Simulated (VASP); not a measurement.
# Cd (P6_3/mmc) in VASP: further runs

Runs on Cd. Level: PBE. Tasks: single point.

Program: VASP 6.6.1. These are calculated values, not measurements. Logs are shortened: lines on timing, memory, paths and dates and some standing lists are left out, and cuts for length are marked.

## (1) The cell of the first run

It takes space group P6_3/mmc (No. 194, hexagonal). The conventional cell has a = 2.352 Å, b = 2.352 Å, c = 3.783 Å, α = 90.00°, β = 90.00°, γ = 120.00°. Cd (site symmetry -6m2) has 12 Cd at 2.33 to 2.35 Å within 3.1 Å.

## (2) Single point, PBE

File INCAR:

```
ALGO = Normal
EDIFF = 1E-6
ENCUT = 630
GGA = PE
GGA_COMPAT = F
ISIF = 2
ISMEAR = -1
LASPH = T
LCHARG = T
LELF = T
LREAL = F
LVHAR = T
LWAVE = F
NBANDS = 27
NELM = 120
PREC = Accurate
SIGMA = 0.08
```

File KPOINTS:

```
k-points
0
Gamma
  15 15 8
```

File POSCAR:

```
Cd
1.0
    2.3517475105      0.0000000000      0.0000000000
   -1.1758737553      2.0366730873      0.0000000000
    0.0000000000      0.0000000000      3.7830639780
Cd
2
Direct
    0.3333333333      0.6666666667      0.2500000000
    0.6666666667      0.3333333333      0.7500000000
```

Potentials or basis: VASP PAW PBE potentials, release 64 (Cd_sv_GW).

On the command line:

```bash
cat potpaw_PBE.64/Cd_sv_GW/POTCAR > POTCAR
mpirun -np 1 vasp_std > vasp.out
```

OUTCAR:

```text
EDIFF = 1E-6
   ENCUT = 630
   GGA = PE
   ISIF = 2
   ISMEAR = -1
   LASPH = T
   LREAL = F
   NELM = 120
   PREC = Accurate

 ion  position               nearest neighbor table
   1  0.333  0.667  0.250-   2 2.33   2 2.33   2 2.33   2 2.33   2 2.33   2 2.33
   2  0.667  0.333  0.750-   1 2.33   1 2.33   1 2.33   1 2.33   1 2.33   1 2.33

  LATTYP: Found a hexagonal cell.
 ALAT       =     2.3517475105
 C/A-ratio  =     1.6086182556

  Lattice vectors:

 A1 = (   2.3517475105,   0.0000000000,   0.0000000000)
 A2 = (  -1.1758737553,   2.0366730873,   0.0000000000)
 A3 = (   0.0000000000,   0.0000000000,   3.7830639780)

Analysis of symmetry for initial positions (statically):
=====================================================================
 Subroutine PRICEL returns:
 Original cell was already a primitive cell.

 Routine SETGRP: Setting up the symmetry group for a
 hexagonal supercell.

 Subroutine GETGRP returns: Found 24 space group operations
 (whereof 12 operations were pure point group operations)
 out of a pool of 24 trial point group operations.

The static configuration has the point symmetry D_3d.
 The point group associated with its full space group is D_6h.

Analysis of symmetry for dynamics (positions and initial velocities):
=====================================================================
 Subroutine PRICEL returns:
 Original cell was already a primitive cell.

 Routine SETGRP: Setting up the symmetry group for a
 hexagonal supercell.

 Subroutine GETGRP returns: Found 24 space group operations
 (whereof 12 operations were pure point group operations)
 out of a pool of 24 trial point group operations.

The dynamic configuration has the point symmetry D_3d.
 The point group associated with its full space group is D_6h.

 Subroutine INISYM returns: Found 24 space group operations
 (whereof 12 operations are pure point group operations),
 and found     1 'primitive' translations

----------------------------------------------------------------------------------------

                                     Primitive cell

  volume of cell :      18.1199

  direct lattice vectors                    reciprocal lattice vectors
     2.351747511  0.000000000  0.000000000     0.425215715  0.245498408  0.000000000
    -1.175873755  2.036673087  0.000000000     0.000000000  0.490996815  0.000000000
     0.000000000  0.000000000  3.783063978     0.000000000  0.000000000  0.264336000

  length of vectors
     2.351747511  2.351747510  3.783063978     0.490996815  0.490996815  0.264336000

  position of ions in fractional coordinates (direct lattice)
     0.333333333  0.666666667  0.250000000
     0.666666667  0.333333333  0.750000000

  ion indices of the primitive-cell ions
   primitive index   ion index
                 1           1
                 2           2

----------------------------------------------------------------------------------------

 KPOINTS: k-points

Automatic generation of k-mesh.
 Grid dimensions read from file:
 generate k-points for:   15   15    8

 Generating k-lattice:

  Cartesian coordinates                     Fractional coordinates (reciprocal lattice)
     0.028347714  0.016366561  0.000000000     0.066666667  0.000000000  0.000000000
     0.000000000  0.032733121  0.000000000     0.000000000  0.066666667  0.000000000
     0.000000000  0.000000000  0.033042000     0.000000000  0.000000000  0.125000000

  Length of vectors
     0.032733121  0.032733121  0.033042000

  Shift w.r.t. Gamma in fractional coordinates (k-lattice)
     0.000000000  0.000000000  0.000000000

 Subroutine IBZKPT returns following result:
 ===========================================

 Found    135 irreducible k-points:

 Following reciprocal coordinates:
            Coordinates               Weight
  0.000000  0.000000  0.000000      1.000000
  0.066667 -0.000000  0.000000      6.000000
  0.133333  0.000000  0.000000      6.000000
  0.200000 -0.000000  0.000000      6.000000
  0.266667  0.000000  0.000000      6.000000
  0.333333  0.000000  0.000000      6.000000
[... 16 lines left out ...]
  0.333333  0.200000  0.000000     12.000000
  0.400000  0.200000  0.000000      6.000000
 [... further k-points ...]
   k-points           NKPTS =    135   k-points in BZ     NKDIM =    135   number of bands    NBANDS=     27
   number of dos      NEDOS =    301   number of ions     NIONS =      2
   total plane-waves  NPLWV =  12800
   dimension x,y,z NGX =    20 NGY =   20 NGZ =   32
   dimension x,y,z NGXF=    40 NGYF=   40 NGZF=   64
   ions per type =               2
   NGX,Y,Z   is equivalent  to a cutoff of  14.14, 14.14, 14.06 a.u.
   NGXF,Y,Z  is equivalent  to a cutoff of  28.28, 28.28, 28.12 a.u.
 SYSTEM =  unknown system
   PREC   = accura    normal or accurate (medium, high low for compatibility)
   ISTART =      0    job   : 0-new  1-cont  2-samecut
   ICHARG =      2    charge: 1-file 2-atom 10-const
   ISPIN  =      1    spin polarized calculation?
   LNONCOLLINEAR =      F non collinear calculations
   LSORBIT =      F    spin-orbit coupling
   LASPH  =      T    aspherical Exc in radial PAW
   ENCUT  =  630.0 eV  46.30 Ry    6.80 a.u.   4.81  4.81  7.74*2*pi/ulx,y,z
   NELM   =    120;   NELMIN=  2; NELMDL= -5     # of ELM steps
   EDIFF  = 0.1E-05   stopping-criterion for ELM
   LREAL  =      F    real-space projection
   EDIFFG = 0.1E-04   stopping-criterion for IOM
   NSW    =      0    number of steps for IOM
   IBRION =     -1    ionic relax: 0-MD 1-quasi-New 2-CG
   NFREE  =      0    steps in history (QN), initial steepest desc. (CG)
   ISIF   =      2    stress and relaxation
   ISYM   =      2    0-nonsym 1-usesym 2-fastsym
   POTIM  = 0.5000    time-step for ionic-motion
   TEBEG  =    0.0;   TEEND  =   0.0 temperature during run
   PSTRESS=    0.0 pullay stress
   NELECT =      40.0000    total number of electrons
   NUPDOWN=      -1.0000    fix difference up-down
   EMIN   =  10.00;   EMAX   =-10.00  energy-range for DOS
   EFERMI =   0.00;   METHOD = LEGACY
   ISMEAR =    -1;   SIGMA  =   0.08  broadening in eV -4-tet -1-fermi 0-gaus
   EFERMI_NEDOS =   21; number of points for ismear=-14 and -15
   IALGO  =     38    algorithm
   IMIX   =      4    mixing-type and parameters
     AMIX     =   0.40;   BMIX     =  1.00
     AMIX_MAG =   1.60;   BMIX_MAG =  1.00
  volume/ion in A,a.u.               =       9.06        61.14
  Fermi-wavevector in a.u.,A,eV,Ry     =   2.131619  4.028176 61.822149  4.543800
  Thomas-Fermi vector in A             =   3.113212
   LORBIT       =      0    0 simple, 1 ext, 2 COOP (PROOUT), +10 PAW based schemes
   GGA     = PE    functional components
   LHFCALC =     F    Hartree Fock is set to
   AEXX    =    0.0000 exact exchange contribution
   IVDW    =     0    specifies the selected vdW correction
   LEPSILON=     F    determine dielectric tensor
   LRPA    =     F    only Hartree local field effects (RPA)
 non-spin polarized calculation
  energy-cutoff  :      630.00
  volume of cell :       18.12
 maximum number of plane-waves:       672
 NGX is ok and might be reduce to    20
   NGX =  9   NGY =  9   NGZ = 15

 number of electron      39.9999992 magnetization

 Free energy of the ion-electron system (eV)
  ---------------------------------------------------
  ext. energy  EPLUGINS =         0.00000000
  ---------------------------------------------------
  free energy    TOTEN  =        15.22770390 eV

  energy without entropy =       15.23083268  energy(sigma->0) =       15.22926829

 E-fermi :  24.2510     XC(G=0): -17.0943

 val. band max:       24.0987388716   @ k =   0.3333   0.0667   0.0000
 cond. band min:      24.2666844084   @ k =   0.2667   0.2667   0.0000
 fundamental gap:      0.1679455368
 Fermi energy:        24.2510060483

 k-point     1 :       0.0000    0.0000    0.0000
  band No.  band energies     occupation
      1     -85.2594      2.00000
      2     -85.0414      2.00000
      3     -46.9388      2.00000
      4     -45.9354      2.00000
      5     -45.9354      2.00000
      6     -45.7639      2.00000
[... 19 lines left out ...]
     26      42.9513      0.00000
     27      43.1485      0.00000

 k-point     2 :       0.0667   -0.0000    0.0000
  band No.  band energies     occupation
      1     -85.2518      2.00000
      2     -85.0380      2.00000
      3     -46.9226      2.00000
      4     -45.9719      2.00000
      5     -45.9474      2.00000
      6     -45.8016      2.00000
[... 19 lines left out ...]
     26      41.6193      0.00000
     27      41.6369      0.00000

 k-point     3 :       0.1333    0.0000    0.0000
  band No.  band energies     occupation
      1     -85.2302      2.00000
      2     -85.0287      2.00000
      3     -46.8753      2.00000
      4     -46.0749      2.00000
      5     -45.9807      2.00000
      6     -45.9068      2.00000
[... 19 lines left out ...]
     26      39.4844      0.00000
     27      40.3409      0.00000

 k-point     4 :       0.2000   -0.0000    0.0000
  band No.  band energies     occupation
      1     -85.1974      2.00000
      2     -85.0157      2.00000
      3     -46.8011      2.00000
      4     -46.2268      2.00000
      5     -46.0592      2.00000
      6     -46.0282      2.00000
[... 19 lines left out ...]
     26      37.9975      0.00000
     27      40.9735      0.00000

 k-point     5 :       0.2667    0.0000    0.0000
  band No.  band energies     occupation
      1     -85.1580      2.00000
      2     -85.0023      2.00000
      3     -46.7072      2.00000
      4     -46.4013      2.00000
      5     -46.2302      2.00000
      6     -46.0812      2.00000
[... 19 lines left out ...]
     26      37.9935      0.00000
     27      41.8903      0.00000

 k-point     6 :       0.3333    0.0000    0.0000
  band No.  band energies     occupation
      1     -85.1177      2.00000
      2     -84.9920      2.00000
      3     -46.6034      2.00000
      4     -46.5680      2.00000
      5     -46.3902      2.00000
      6     -46.1306      2.00000
[... 444 lines left out ...]
      1     -85.1076      2.00000
      2     -84.9899      2.00000
      3     -46.5762      2.00000
      4     -46.4745      2.00000
      5     -46.4625      2.00000
      6     -46.1451      2.00000
[... 19 lines left out ...]
     26      38.5457      0.00000
     27      39.3700      0.00000

 k-point    22 :       0.2667    0.2000    0.0000
  band No.  band energies     occupation
      1     -85.0738      2.00000
      2     -84.9863      2.00000
      3     -46.5877      2.00000
      4     -46.5016      2.00000
      5     -46.4777      2.00000
      6     -46.2288      2.00000
[... 19 lines left out ...]
     26      36.2744      0.00000
     27      38.1743      0.00000

 k-point    23 :       0.3333    0.2000    0.0000
  band No.  band energies     occupation
      1     -85.0467      2.00000
      2     -84.9879      2.00000
      3     -46.6633      2.00000
      4     -46.5084      2.00000
      5     -46.3884      2.00000
      6     -46.3083      2.00000
[... 19 lines left out ...]
     26      35.1241      0.00000
     27      37.2738      0.00000

 k-point    24 :       0.4000    0.2000    0.0000
  band No.  band energies     occupation
      1     -85.0350      2.00000
      2     -84.9906      2.00000
      3     -46.6898      2.00000
      4     -46.5032      2.00000
      5     -46.3452      2.00000
      6     -46.3450      2.00000
[... 19 lines left out ...]
     26      34.6785      0.00000
     27      36.9318      0.00000

 [... further k-points ...]
[... 5 lines left out ...]
  --------------------------------------------------------------------------------------
  -------------------------------------------------------------------------------------
  Total       58.3093021     58.3093021     58.3646225     -0.0000000      0.0000000      0.0000000
  in kB     5155.7603489   5155.7603485   5160.6518295     -0.0000001      0.0000000      0.0000000
  external PRESSURE =    5157.3908423 kB  Pullay stress =       0.0000000 kB

 VOLUME and BASIS-vectors are now :
 -----------------------------------------------------------------------------
  energy-cutoff  :      630.00
  volume of cell :       18.12
      direct lattice vectors                 reciprocal lattice vectors
     2.351747511  0.000000000  0.000000000     0.425215715  0.245498408  0.000000000
    -1.175873755  2.036673087  0.000000000     0.000000000  0.490996815  0.000000000
     0.000000000  0.000000000  3.783063978     0.000000000  0.000000000  0.264336000

 POSITION                                       TOTAL-FORCE (eV/Angst)
 -----------------------------------------------------------------------------------
     -0.00000      1.35778      0.94577        -0.000000     -0.000000      0.000000
      1.17587      0.67889      2.83730         0.000000      0.000000     -0.000000
 -----------------------------------------------------------------------------------
    total drift:                               -0.000000      0.000000      0.000000

  FREE ENERGIE OF THE ION-ELECTRON SYSTEM (eV)
  ---------------------------------------------------
  free  energy   TOTEN  =        15.2277039013 eV

  energy  without entropy=       15.2308326762  energy(sigma->0) =       15.22926829
```

Wall time 1.7 min (1 thread of Intel Xeon Platinum 8259CL at 2.50GHz (Skylake/Cascade Lake), shared host); peak memory 0.21 GiB.

Results:

```
Free energy            : 15.2277 eV
Pressure               : 515.7 GPa
Band gap on the k mesh : zero (bands 20 and 21 overlap by 3.04 eV)
```

Caveat: the cell stands under pressure.

## (3) Single point, PBE

This run uses another cell than the first one, of 10.19 Å³/atom.

File INCAR:

```
  PREC = Accurate
  ENCUT = 630
  EDIFF = 1E-6
  ISMEAR = -1
  SIGMA = 0.08
  LREAL = False
  LASPH = True
  NELM = 120
  ALGO = Normal
  ISIF = 2
  LWAVE = False
  LCHARG = False
  GGA = PE
  NBANDS = 27
  GGA_COMPAT = False
```

File KPOINTS:

```
regular mesh
0
Gamma
  15 15 8
```

File POSCAR:

```
Cd
1.0
    2.4398348935      0.0000000000      0.0000000000
   -1.2199174468      2.1129589988      0.0000000000
    0.0000000000      0.0000000000      3.9541825768
Cd
2
Direct
    0.3333333333      0.6666666667      0.2500000000
    0.6666666667      0.3333333333      0.7500000000
```

Potentials or basis: VASP PAW PBE potentials, release 64 (Cd_sv_GW).

On the command line:

```bash
cat potpaw_PBE.64/Cd_sv_GW/POTCAR > POTCAR
mpirun -np 1 vasp_std > vasp.out
```

OUTCAR:

```text
PREC = Accurate
   ENCUT = 630
   EDIFF = 1E-6
   ISMEAR = -1
   LREAL = False
   LASPH = True
   NELM = 120
   ISIF = 2
   GGA = PE

 ion  position               nearest neighbor table
   1  0.333  0.667  0.250-   2 2.43   2 2.43   2 2.43   2 2.43   2 2.43   2 2.43
   2  0.667  0.333  0.750-   1 2.43   1 2.43   1 2.43   1 2.43   1 2.43   1 2.43

  LATTYP: Found a hexagonal cell.
 ALAT       =     2.4398348935
 C/A-ratio  =     1.6206762955

  Lattice vectors:

 A1 = (   2.4398348935,   0.0000000000,   0.0000000000)
[... 191 lines left out ...]
      4     -48.0865      2.00000
      5     -48.0865      2.00000
      6     -47.9750      2.00000
[... 709 lines left out ...]
     26      31.1572      0.00000
     27      33.1578      0.00000

 [... further k-points ...]
[... 5 lines left out ...]
  --------------------------------------------------------------------------------------
  -------------------------------------------------------------------------------------
  Total       41.7014902     41.7014902     41.6651722     -0.0000000      0.0000000     -0.0000000
  in kB     3277.5847535   3277.5847535   3274.7302949     -0.0000001      0.0000000     -0.0000000
  external PRESSURE =    3276.6332673 kB  Pullay stress =       0.0000000 kB

 VOLUME and BASIS-vectors are now :
 -----------------------------------------------------------------------------
  energy-cutoff  :      630.00
  volume of cell :       20.38
      direct lattice vectors                 reciprocal lattice vectors
     2.439834894  0.000000000  0.000000000     0.409863800  0.236634975  0.000000000
    -1.219917447  2.112958999  0.000000000     0.000000000  0.473269950  0.000000000
     0.000000000  0.000000000  3.954182577     0.000000000  0.000000000  0.252896770

 POSITION                                       TOTAL-FORCE (eV/Angst)
 -----------------------------------------------------------------------------------
     -0.00000      1.40864      0.98855         0.000000      0.000000      0.000000
      1.21992      0.70432      2.96564        -0.000000     -0.000000     -0.000000
 -----------------------------------------------------------------------------------
    total drift:                               -0.000000      0.000000      0.000000

  FREE ENERGIE OF THE ION-ELECTRON SYSTEM (eV)
  ---------------------------------------------------
  free  energy   TOTEN  =         9.3708172731 eV

  energy  without entropy=        9.3762155849  energy(sigma->0) =        9.37351643
```

stdout:

```text
POSCAR found type information on POSCAR Cd
 POSCAR found :  1 types and       2 ions
 scaLAPACK will be used
 LDA part: xc-table for (Slater+PW92), standard interpolation
 POSCAR, INCAR and KPOINTS ok, starting setup
 FFT: planning ... GRIDC
 FFT: planning ... GRID_SOFT
 FFT: planning ... GRID
 WAVECAR not read
 entering main loop
```

It took 49 s on 1 thread of Intel Xeon Platinum 8488C (Sapphire Rapids), shared host; peak memory 0.21 GiB.

Results:

```yaml
Free_energy: 9.3708 eV
Pressure: 327.7 GPa
Band_gap_on_the_k_mesh: zero (bands 20 and 21 overlap by 2.84 eV)
```

Stress tensor (GPa, compression positive):
```
327.76   0.00   0.00
  0.00 327.76   0.00
  0.00   0.00 327.47
```

Levels at points of the mesh, in eV from the Fermi level:
```csv
k point,band 17,band 18,band 19,band 20,band 21,band 22,band 23,band 24
"(0.00, 0.00, 0.00)",-14.05,-11.99,-11.99,-8.14,-0.10,10.48,13.04,13.61
"(0.00, 0.00, 0.50)",-12.60,-12.60,-12.60,-12.60,8.46,8.46,11.63,11.63
```

Caveat: the cell stands under pressure.

The gap in the log of VASP goes by the Fermi energy; the results here count the filled bands.